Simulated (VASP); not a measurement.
# WS2 in VASP: a series of runs

Aim: see how the results for WS2 move with the level of theory and the settings. Levels: r2SCAN, PBE. Tasks: single point.

All numbers are computed with VASP 6.6.1; they aren't measurements. Logs are shortened: lines on timing, memory, paths and dates and some standing lists are left out, and cuts for length are marked.

**1. The cell of the first run**

The cell holds a slab with vacuum, 3 atoms: a = 3.101 Å, b = 3.101 Å, c = 16.561 Å, α = 90.00°, β = 90.00°, γ = 120.00°.

**2. Single point, r2SCAN (strain -2.2%)**

Input file POSCAR:

```
WS2
1.0
    3.1012479890      0.0000000000      0.0000000000
   -1.5506239945      2.6857595419      0.0000000000
    0.0000000000      0.0000000000     16.5607236456
W S
1 2
Direct
    0.3333333333      0.6666666667      0.0000000000
    0.6666666667      0.3333333333      0.9042010878
    0.6666666667      0.3333333333      0.0957989122
```

Input file INCAR.step1:

```
SYSTEM = WS2
ALGO     = Normal         ! electronic algorithm
EDIFF    = 1E-4           ! SCF threshold, eV
ENCUT    = 520            ! plane-wave cutoff, eV
GGA      = PE             ! functional
ISMEAR   = 0              ! smearing method
LASPH    = .True.         ! aspherical terms in the spheres
LCHARG   = .False.        ! write CHGCAR
LREAL    = .False.        ! projectors in reciprocal space
LWAVE    = .True.         ! write WAVECAR
NBANDS   = 20             ! bands
NELM     = 100            ! most SCF steps
PREC     = Accurate       ! precision mode
SIGMA    = 0.01           ! smearing width, eV
```

Input file INCAR.step2:

```
SYSTEM = WS2
ALGO     = Normal         ! electronic algorithm
EDIFF    = 1E-6           ! SCF threshold, eV
ENCUT    = 520            ! plane-wave cutoff, eV
ISIF     = 2              ! what is computed and relaxed
ISMEAR   = 0              ! smearing method
ISTART   = 1            
LASPH    = .True.         ! aspherical terms in the spheres
LCHARG   = .True.         ! write CHGCAR
LELF     = .True.         ! ELF
LMIXTAU  = .True.       
LREAL    = .False.        ! projectors in reciprocal space
LVHAR    = .True.       
LWAVE    = .False.        ! write WAVECAR
METAGGA  = R2SCAN         ! meta-GGA
NBANDS   = 20             ! bands
NELM     = 100            ! most SCF steps
PREC     = Accurate       ! precision mode
SIGMA    = 0.01           ! smearing width, eV
```

Input file KPOINTS:

```
k-points
0
Gamma
  12 12 2
  0 0 0
```

Potentials or basis: VASP PAW PBE potentials, release 64 (W_sv, S).

Command:

```bash
cat potpaw_PBE.64/W_sv/POTCAR potpaw_PBE.64/S/POTCAR > POTCAR
cp INCAR.step1 INCAR
mpirun -np 1 vasp_std > vasp.out
cp INCAR.step2 INCAR
mpirun -np 1 vasp_std > vasp.out
```

OUTCAR:

```text
SYSTEM = WS2
   EDIFF = 1E-6
   ENCUT = 520
   ISIF = 2
   ISMEAR = 0
   ISTART = 1
   LASPH = .True.
   LREAL = .False.
   METAGGA = R2SCAN
   NELM = 100
   PREC = Accurate

 ion  position               nearest neighbor table
   1  0.333  0.667  0.000-   2 2.39   3 2.39   2 2.39   3 2.39   2 2.39   3 2.39
   2  0.667  0.333  0.904-   1 2.39   1 2.39   1 2.39
   3  0.667  0.333  0.096-   1 2.39   1 2.39   1 2.39

  LATTYP: Found a hexagonal cell.
 ALAT       =     3.1012479890
 C/A-ratio  =     5.3400191485

  Lattice vectors:

 A1 = (   3.1012479890,   0.0000000000,   0.0000000000)
 A2 = (  -1.5506239945,   2.6857595419,   0.0000000000)
 A3 = (   0.0000000000,   0.0000000000,  16.5607236456)

Analysis of symmetry for initial positions (statically):
=====================================================================
 Subroutine PRICEL returns:
 Original cell was already a primitive cell.

 Routine SETGRP: Setting up the symmetry group for a
 hexagonal supercell.

 Subroutine GETGRP returns: Found 12 space group operations
 (whereof 12 operations were pure point group operations)
 out of a pool of 24 trial point group operations.

The static configuration has the point symmetry D_3h.

Analysis of symmetry for dynamics (positions and initial velocities):
=====================================================================
 Subroutine PRICEL returns:
 Original cell was already a primitive cell.

 Routine SETGRP: Setting up the symmetry group for a
 hexagonal supercell.

 Subroutine GETGRP returns: Found 12 space group operations
 (whereof 12 operations were pure point group operations)
 out of a pool of 24 trial point group operations.

The dynamic configuration has the point symmetry D_3h.

 Subroutine INISYM returns: Found 12 space group operations
 (whereof 12 operations are pure point group operations),
 and found     1 'primitive' translations

----------------------------------------------------------------------------------------

                                     Primitive cell

  volume of cell :     137.9377

  direct lattice vectors                    reciprocal lattice vectors
     3.101247989  0.000000000  0.000000000     0.322450834  0.186167076  0.000000000
    -1.550623994  2.685759542  0.000000000     0.000000000  0.372334151  0.000000000
     0.000000000  0.000000000 16.560723646     0.000000000  0.000000000  0.060383835

  length of vectors
     3.101247989  3.101247989 16.560723646     0.372334151  0.372334151  0.060383835

  position of ions in fractional coordinates (direct lattice)
     0.333333333  0.666666667  0.000000000
     0.666666667  0.333333333  0.904201088
     0.666666667  0.333333333  0.095798912

  ion indices of the primitive-cell ions
   primitive index   ion index
                 1           1
                 2           2
                 3           3

----------------------------------------------------------------------------------------

 KPOINTS: k-points

Automatic generation of k-mesh.
 Grid dimensions read from file:
 generate k-points for:   12   12    2

 Generating k-lattice:

  Cartesian coordinates                     Fractional coordinates (reciprocal lattice)
     0.026870903  0.015513923  0.000000000     0.083333333 -0.000000000  0.000000000
     0.000000000  0.031027846  0.000000000     0.000000000  0.083333333  0.000000000
     0.000000000  0.000000000  0.030191917     0.000000000  0.000000000  0.500000000

  Length of vectors
     0.031027846  0.031027846  0.030191917

  Shift w.r.t. Gamma in fractional coordinates (k-lattice)
     0.000000000  0.000000000  0.000000000

 Subroutine IBZKPT returns following result:
 ===========================================

 Found     38 irreducible k-points:

 Following reciprocal coordinates:
            Coordinates               Weight
  0.000000  0.000000  0.000000      1.000000
  0.083333  0.000000  0.000000      6.000000
  0.166667  0.000000  0.000000      6.000000
  0.250000  0.000000  0.000000      6.000000
  0.333333  0.000000  0.000000      6.000000
  0.416667  0.000000  0.000000      6.000000
[... 16 lines left out ...]
  0.250000  0.000000  0.500000      6.000000
  0.333333  0.000000  0.500000      6.000000
 [... further k-points ...]
   k-points           NKPTS =     38   k-points in BZ     NKDIM =     38   number of bands    NBANDS=     20
   number of dos      NEDOS =    301   number of ions     NIONS =      3
   total plane-waves  NPLWV =  72576
   dimension x,y,z NGX =    24 NGY =   24 NGZ =  126
   dimension x,y,z NGXF=    48 NGYF=   48 NGZF=  252
   ions per type =               1   2
   NGX,Y,Z   is equivalent  to a cutoff of  12.87, 12.87, 12.65 a.u.
   NGXF,Y,Z  is equivalent  to a cutoff of  25.73, 25.73, 25.30 a.u.
 SYSTEM =  WS2
   PREC   = accura    normal or accurate (medium, high low for compatibility)
   ISTART =      1    job   : 0-new  1-cont  2-samecut
   ICHARG =      0    charge: 1-file 2-atom 10-const
   ISPIN  =      1    spin polarized calculation?
   LNONCOLLINEAR =      F non collinear calculations
   LSORBIT =      F    spin-orbit coupling
   LASPH  =      T    aspherical Exc in radial PAW
   ENCUT  =  520.0 eV  38.22 Ry    6.18 a.u.   5.77  5.77 30.79*2*pi/ulx,y,z
   NELM   =    100;   NELMIN=  2; NELMDL=  0     # of ELM steps
   EDIFF  = 0.1E-05   stopping-criterion for ELM
   LREAL  =      F    real-space projection
   EDIFFG = 0.1E-04   stopping-criterion for IOM
   NSW    =      0    number of steps for IOM
   IBRION =     -1    ionic relax: 0-MD 1-quasi-New 2-CG
   NFREE  =      0    steps in history (QN), initial steepest desc. (CG)
   ISIF   =      2    stress and relaxation
   ISYM   =      2    0-nonsym 1-usesym 2-fastsym
   POTIM  = 0.5000    time-step for ionic-motion
   TEBEG  =    0.0;   TEEND  =   0.0 temperature during run
   PSTRESS=    0.0 pullay stress
   NELECT =      26.0000    total number of electrons
   NUPDOWN=      -1.0000    fix difference up-down
   EMIN   =  10.00;   EMAX   =-10.00  energy-range for DOS
   EFERMI =   0.00;   METHOD = LEGACY
   ISMEAR =     0;   SIGMA  =   0.01  broadening in eV -4-tet -1-fermi 0-gaus
   EFERMI_NEDOS =   21; number of points for ismear=-14 and -15
   IALGO  =     38    algorithm
   IMIX   =      4    mixing-type and parameters
     AMIX     =   0.40;   BMIX     =  1.00
     AMIX_MAG =   1.60;   BMIX_MAG =  1.00
  volume/ion in A,a.u.               =      45.98       310.28
  Fermi-wavevector in a.u.,A,eV,Ry     =   0.938653  1.773797 11.987672  0.881069
  Thomas-Fermi vector in A             =   2.065886
   LORBIT       =      0    0 simple, 1 ext, 2 COOP (PROOUT), +10 PAW based schemes
   METAGGA = R2SCAN    functional components
   LHFCALC =     F    Hartree Fock is set to
   AEXX    =    0.0000 exact exchange contribution
   IVDW    =     0    specifies the selected vdW correction
   LEPSILON=     F    determine dielectric tensor
   LRPA    =     F    only Hartree local field effects (RPA)
 non-spin polarized calculation
 Gauss-broadening in eV      SIGMA  =   0.01
  energy-cutoff  :      520.00
  volume of cell :      137.94
 maximum number of plane-waves:      3748
 NGX is ok and might be reduce to    24
   NGX = 11   NGY = 11   NGZ = 61

 number of electron      26.0000000 magnetization

 Free energy of the ion-electron system (eV)
  ---------------------------------------------------
  ext. energy  EPLUGINS =         0.00000000
  ---------------------------------------------------
  free energy    TOTEN  =       -69.96747176 eV

  energy without entropy =      -69.96747176  energy(sigma->0) =      -69.96747176

 E-fermi :  -0.7684     XC(G=0):  -4.8428

 val. band max:       -0.9871815218   @ k =   0.3333   0.3333   0.5000
 cond. band min:       1.1078243345   @ k =   0.1667   0.1667   0.0000
 fundamental gap:      2.0950058563
 Fermi energy:        -0.7684365832

 k-point     1 :       0.0000    0.0000    0.0000
  band No.  band energies     occupation
      1     -76.8461      2.00000
      2     -40.5004      2.00000
      3     -40.2459      2.00000
      4     -40.2459      2.00000
      5     -16.7334      2.00000
      6     -15.0218      2.00000
[... 12 lines left out ...]
     19       5.0693      0.00000
     20       5.3799      0.00000

 k-point     2 :       0.0833    0.0000    0.0000
  band No.  band energies     occupation
      1     -76.8442      2.00000
      2     -40.4945      2.00000
      3     -40.2780      2.00000
      4     -40.2533      2.00000
      5     -16.6021      2.00000
      6     -14.9710      2.00000
[... 12 lines left out ...]
     19       5.2161      0.00000
     20       5.8526      0.00000

 k-point     3 :       0.1667    0.0000    0.0000
  band No.  band energies     occupation
      1     -76.8392      2.00000
      2     -40.4782      2.00000
      3     -40.3645      2.00000
      4     -40.2733      2.00000
      5     -16.2275      2.00000
      6     -14.8267      2.00000
[... 12 lines left out ...]
     19       5.6419      0.00000
     20       6.5284      0.00000

 k-point     4 :       0.2500    0.0000    0.0000
  band No.  band energies     occupation
      1     -76.8323      2.00000
      2     -40.4809      2.00000
      3     -40.4560      2.00000
      4     -40.3005      2.00000
      5     -15.6682      2.00000
      6     -14.6136      2.00000
[... 12 lines left out ...]
     19       6.2832      0.00000
     20       6.9433      0.00000

 k-point     5 :       0.3333    0.0000    0.0000
  band No.  band energies     occupation
      1     -76.8254      2.00000
      2     -40.5952      2.00000
      3     -40.4336      2.00000
      4     -40.3275      2.00000
      5     -15.0286      2.00000
      6     -14.3775      2.00000
[... 12 lines left out ...]
     19       6.8679      0.00000
     20       6.9439      0.00000
[... 353 lines left out ...]
      6     -14.9710      2.00000
[... 12 lines left out ...]
     19       5.1017      0.00000
     20       6.0575      0.00000

 k-point    22 :       0.1667    0.0000    0.5000
  band No.  band energies     occupation
      1     -76.8391      2.00000
      2     -40.4782      2.00000
      3     -40.3645      2.00000
      4     -40.2733      2.00000
      5     -16.2275      2.00000
      6     -14.8267      2.00000
[... 12 lines left out ...]
     19       5.5603      0.00000
     20       6.7732      0.00000

 k-point    23 :       0.2500    0.0000    0.5000
  band No.  band energies     occupation
      1     -76.8323      2.00000
      2     -40.4809      2.00000
      3     -40.4560      2.00000
      4     -40.3005      2.00000
      5     -15.6682      2.00000
      6     -14.6136      2.00000
[... 12 lines left out ...]
     19       6.1285      0.00000
     20       7.3208      0.00000

 k-point    24 :       0.3333    0.0000    0.5000
  band No.  band energies     occupation
      1     -76.8254      2.00000
      2     -40.5952      2.00000
      3     -40.4336      2.00000
      4     -40.3275      2.00000
      5     -15.0286      2.00000
      6     -14.3775      2.00000
[... 12 lines left out ...]
     19       6.7561      0.00000
     20       7.1056      0.00000

 [... further k-points ...]

------------------------ aborting loop because EDIFF is reached ----------------------------------------

  FORCE on cell =-STRESS in cart. coord.  units (eV):
  Direction    XX          YY          ZZ          XY          YZ          ZX
  --------------------------------------------------------------------------------------
  -------------------------------------------------------------------------------------
  Total        2.8689672      2.8689672      0.0959915      0.0000000      0.0000000      0.0000000
  in kB       33.3237015     33.3237015      1.1149625      0.0000000      0.0000000      0.0000000
  external PRESSURE =      22.5874552 kB  Pullay stress =       0.0000000 kB

 VOLUME and BASIS-vectors are now :
 -----------------------------------------------------------------------------
  energy-cutoff  :      520.00
  volume of cell :      137.94
      direct lattice vectors                 reciprocal lattice vectors
     3.101247989  0.000000000  0.000000000     0.322450834  0.186167076  0.000000000
    -1.550623994  2.685759542  0.000000000     0.000000000  0.372334151  0.000000000
     0.000000000  0.000000000 16.560723646     0.000000000  0.000000000  0.060383835

 POSITION                                       TOTAL-FORCE (eV/Angst)
 -----------------------------------------------------------------------------------
     -0.00000      1.79051      0.00000        -0.000000      0.000000      0.000000
      1.55062      0.89525     14.97422         0.000000      0.000000     -0.038068
      1.55062      0.89525      1.58650         0.000000     -0.000000      0.038068
 -----------------------------------------------------------------------------------
    total drift:                                0.000000     -0.000000      0.000000

  FREE ENERGIE OF THE ION-ELECTRON SYSTEM (eV)
  ---------------------------------------------------
  free  energy   TOTEN  =       -69.9674717557 eV

  energy  without entropy=      -69.9674717557  energy(sigma->0) =      -69.96747176
```

Run time: 3.6 min. Hardware: 1 thread of Intel Xeon 6975P-C (Granite Rapids), shared host; peak memory 0.33 GiB.

Results:

```
Free energy            : -69.9675 eV
Largest force          : 0.038 eV/Å
Band gap on the k mesh : 2.10 eV (least direct gap 2.32 eV)
```

Forces in eV/Å, atoms in the order of the input:
```
W    0.000  0.000  0.000
S    0.000  0.000 -0.038
S    0.000  0.000  0.038
```

Caveat: the cell differs from its parent crystal (strain -2.2%); the PAW data sets were made with another functional, which shifts forces and pressure a little; spin-orbit coupling is left out, which moves the levels of the heavy elements.

(Part 1 of 2 ends here.)
